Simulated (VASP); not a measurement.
# Ti in VASP: notebook

The runs below take Ti through electric field gradients, with PBE, r2SCAN.

All numbers are computed with VASP 6.6.1; they aren't measurements. Logs are shortened: lines on timing, memory, paths and dates and some standing lists are left out, and cuts for length are marked.

## Step 1: The cell of the first run

The structure is trigonal, space group R-3m (No. 166). The conventional cell has a = 4.688 Å, b = 4.688 Å, c = 2.785 Å, α = 90.00°, β = 90.00°, γ = 120.00°. Ti (site symmetry -3m) has 14 Ti at 2.79 to 3.28 Å within 3.7 Å.

## Step 2: Electric field gradients, PBE (equal xy, yz and zx shear strains of -2 %)

The input, INCAR:

```
SYSTEM = Ti
ALGO = Normal
EDIFF = 1E-8
ENCUT = 520
GGA = PE
ISIF = 2
ISMEAR = -1
LASPH = .TRUE.
LCHARG = .FALSE.
LEFG = .TRUE.
LREAL = .FALSE.
LWAVE = .FALSE.
NBANDS = 12
NELM = 80
PREC = Accurate
SIGMA = 0.05
```

The input, KPOINTS:

```
k-points
0
G
  14 14 14
  0 0 0
```

The input, POSCAR:

```
Ti
1.0
   -1.6738200000      1.6410000000      1.6410000000
    1.6410000000     -1.6738200000      1.6410000000
    1.6410000000      1.6410000000     -1.6738200000
Ti
1
Direct
    0.0000000000      0.0000000000      0.0000000000
```

Potentials or basis: VASP PAW PBE potentials, release 64 (Ti_sv).

Started as:

```console
cat potpaw_PBE.64/Ti_sv/POTCAR > POTCAR
mpirun -np 1 vasp_std > vasp.out
```

OUTCAR:

```text
SYSTEM = Ti
   EDIFF = 1E-8
   ENCUT = 520
   GGA = PE
   ISIF = 2
   ISMEAR = -1
   LASPH = .TRUE.
   LREAL = .FALSE.
   NELM = 80
   PREC = Accurate

 ion  position               nearest neighbor table
   1  0.000  0.000  0.000-

  LATTYP: Found a trigonal (rhomboedric) cell.
 ALAT       =     2.8613694960
 COS(alpha) =    -0.3420602552

  Lattice vectors:

 A1 = (  -1.6738200000,   1.6410000000,   1.6410000000)
 A2 = (   1.6410000000,  -1.6738200000,   1.6410000000)
 A3 = (   1.6410000000,   1.6410000000,  -1.6738200000)

Analysis of symmetry for initial positions (statically):
=====================================================================
 Subroutine PRICEL returns:
 Original cell was already a primitive cell.

 Routine SETGRP: Setting up the symmetry group for a
 trigonal (rhombohedral) supercell.

 Subroutine GETGRP returns: Found 12 space group operations
 (whereof 12 operations were pure point group operations)
 out of a pool of 12 trial point group operations.

The static configuration has the point symmetry D_3d.

Analysis of symmetry for dynamics (positions and initial velocities):
=====================================================================
 Subroutine PRICEL returns:
 Original cell was already a primitive cell.

 Routine SETGRP: Setting up the symmetry group for a
 trigonal (rhombohedral) supercell.

 Subroutine GETGRP returns: Found 12 space group operations
 (whereof 12 operations were pure point group operations)
 out of a pool of 12 trial point group operations.

The dynamic configuration has the point symmetry D_3d.

 Subroutine INISYM returns: Found 12 space group operations
 (whereof 12 operations are pure point group operations),
 and found     1 'primitive' translations

----------------------------------------------------------------------------------------

                                     Primitive cell

  volume of cell :      17.6707

  direct lattice vectors                    reciprocal lattice vectors
    -1.673820000  1.641000000  1.641000000     0.006156643  0.307832149  0.307832149
     1.641000000 -1.673820000  1.641000000     0.307832149  0.006156643  0.307832149
     1.641000000  1.641000000 -1.673820000     0.307832149  0.307832149  0.006156643
[... 121 lines left out ...]

 Free energy of the ion-electron system (eV)
  ---------------------------------------------------
  ext. energy  EPLUGINS =         0.00000000
  ---------------------------------------------------
  free energy    TOTEN  =        -7.72760199 eV

  energy without entropy =       -7.70718917  energy(sigma->0) =       -7.71739558

 E-fermi :   7.9028     XC(G=0): -11.4123

 val. band max:        7.9021684890   @ k =  -0.2857   0.3571   0.0714
 cond. band min:       7.9044032469   @ k =  -0.3571   0.0714   0.0000
 fundamental gap:      0.0022347579
 Fermi energy:         7.9027793177

 k-point     1 :       0.0000    0.0000    0.0000
  band No.  band energies     occupation
      1     -48.6577      2.00000
      2     -24.5474      2.00000
      3     -24.5474      2.00000
      4     -24.5025      2.00000
      5       1.9940      2.00000
      6       8.6840      0.00000
      7       8.9673      0.00000
      8       8.9673      0.00000
      9      10.6137      0.00000
     10      10.6137      0.00000
     11      24.8012      0.00000
     12      25.3903      0.00000
[... 331 lines left out ...]
 k-point    24 :       0.2857    0.1429   -0.0000
  band No.  band energies     occupation
      1     -48.5413      2.00000
      2     -25.0758      2.00000
      3     -24.7238      2.00000
      4     -24.5815      2.00000
      5       5.5288      2.00000
      6       7.6732      1.97994
      7       8.0288      0.14883
      8      10.3106      0.00000
      9      10.8843      0.00000
     10      11.9427      0.00000
     11      18.8414      0.00000
     12      20.9868      0.00000

 [... further k-points ...]
[... 5 lines left out ...]
  --------------------------------------------------------------------------------------
  -------------------------------------------------------------------------------------
  Total       -0.2906168     -0.2906168     -0.2906168      0.0754133      0.0754133      0.0754133
  in kB      -26.3497632    -26.3497632    -26.3497632      6.8376028      6.8376028      6.8376028
  external PRESSURE =     -26.3497632 kB  Pullay stress =       0.0000000 kB

 VOLUME and BASIS-vectors are now :
 -----------------------------------------------------------------------------
  energy-cutoff  :      520.00
  volume of cell :       17.67
      direct lattice vectors                 reciprocal lattice vectors
    -1.673820000  1.641000000  1.641000000     0.006156643  0.307832149  0.307832149
     1.641000000 -1.673820000  1.641000000     0.307832149  0.006156643  0.307832149
     1.641000000  1.641000000 -1.673820000     0.307832149  0.307832149  0.006156643

 POSITION                                       TOTAL-FORCE (eV/Angst)
 -----------------------------------------------------------------------------------
      0.00000      0.00000      0.00000         0.000000     -0.000000      0.000000
 -----------------------------------------------------------------------------------
    total drift:                                0.000000      0.000000      0.000000

  FREE ENERGIE OF THE ION-ELECTRON SYSTEM (eV)
  ---------------------------------------------------
  free  energy   TOTEN  =        -7.7276019908 eV

  energy  without entropy=       -7.7071891745  energy(sigma->0) =       -7.71739558

 Electric field gradients (V/A^2)
---------------------------------------------------------------------
 ion       V_xx      V_yy      V_zz      V_xy      V_xz      V_yz
---------------------------------------------------------------------
   1       0.000     0.000    -0.000     4.857     4.857     4.857
---------------------------------------------------------------------

 Electric field gradients after diagonalization (V/A^2)
 (convention: |V_zz| > |V_xx| > |V_yy|)
----------------------------------------------------------------------
 ion       V_xx      V_yy      V_zz     asymmetry (V_yy - V_xx)/ V_zz
----------------------------------------------------------------------
   1      -4.857    -4.857     9.715       0.000
----------------------------------------------------------------------

           NMR quadrupolar parameters

 Cq : quadrupolar parameter    Cq=e*Q*V_zz/h
 eta: asymmetry parameters     (V_yy - V_xx)/ V_zz
 Q  : nuclear electric quadrupole moment in mb (millibarn)
----------------------------------------------------------------------
 ion       Cq(MHz)       eta       Q (mb)
----------------------------------------------------------------------
   1       0.023       0.000       1.000
----------------------------------------------------------------------
```

OSZICAR:

```text
N       E                     dE             d eps       ncg     rms          rms(c)
DAV:   1     0.871069170665E+02    0.87107E+02   -0.65682E+03  6932   0.120E+03
DAV:   2    -0.451653384462E+01   -0.91623E+02   -0.89280E+02  7128   0.296E+02
DAV:   3    -0.871373309102E+01   -0.41972E+01   -0.41527E+01  9552   0.650E+01
DAV:   4    -0.879736384592E+01   -0.83631E-01   -0.83552E-01  7776   0.822E+00
DAV:   5    -0.879930302657E+01   -0.19392E-02   -0.19391E-02  8136   0.112E+00    0.815E+00
DAV:   6    -0.772019599240E+01    0.10791E+01   -0.26055E+00  7496   0.226E+01    0.202E+00
DAV:   7    -0.771835147062E+01    0.18445E-02   -0.68075E-02  8192   0.269E+00    0.124E+00
DAV:   8    -0.772713684188E+01   -0.87854E-02   -0.33976E-02  7232   0.210E+00    0.984E-02
DAV:   9    -0.772758411365E+01   -0.44727E-03   -0.22211E-03  8380   0.444E-01    0.717E-02
DAV:  10    -0.772762513559E+01   -0.41022E-04   -0.20210E-04  7180   0.155E-01    0.135E-02
DAV:  11    -0.772760162085E+01    0.23515E-04   -0.20008E-05  8184   0.702E-02    0.101E-02
DAV:  12    -0.772760152563E+01    0.95223E-07   -0.20277E-06  7256   0.172E-02    0.117E-03
DAV:  13    -0.772760198126E+01   -0.45563E-06   -0.20551E-07  8972   0.307E-03    0.100E-03
DAV:  14    -0.772760199077E+01   -0.95160E-08   -0.22670E-08  7044   0.131E-03
   1 F= -.77276020E+01 E0= -.77173956E+01  d E =-.204128E-01
```

stdout:

```text
POSCAR found type information on POSCAR Ti
 POSCAR found :  1 types and       1 ions
 scaLAPACK will be used
 LDA part: xc-table for (Slater+PW92), standard interpolation
 POSCAR, INCAR and KPOINTS ok, starting setup
 FFT: planning ... GRIDC
 FFT: planning ... GRID_SOFT
 FFT: planning ... GRID
 WAVECAR not read
 entering main loop
ion   1
```

Wall time 40 s (1 thread of Intel Xeon 8259CL, shared host); peak memory 0.18 GiB.

Results:

| Property | Result |
| --- | --- |
| Free energy | -7.7276 eV |
| Pressure | -2.6 GPa |
| Band gap on the k mesh | zero (bands 6 and 7 overlap by 1.55 eV) |
| Largest electric field gradient by atom | Ti +9.7 V/Å² |

Levels at points of the mesh, in eV from the Fermi level:
```
           k point  band 4  band 5  band 6  band 7  band 8  band 9
(0.00, 0.00, 0.00)  -32.41   -5.91    0.78    1.06    1.06    2.71
(0.50, 0.00, 0.00)  -32.45   -2.39   -0.34    1.24    2.63    2.95
(0.50, 0.50, 0.00)  -32.42   -2.42   -0.41    0.95    2.74    3.09
(0.50, 0.50, 0.50)  -32.85   -2.04   -2.04    3.75    3.75    4.00
```

Electric field gradients, principal values (V/Å²):
| atom | least | middle | greatest (by size) |
| --- | --- | --- | --- |
| 1 Ti | -4.857 | -4.857 | 9.715 |

Caveat: the cell differs from its parent crystal (equal xy, yz and zx shear strains of -2 %); without QUAD_EFG the Cq values of the log hold for a quadrupole moment of 1 mb, not for the nuclei.

[end of part 1 of 3]
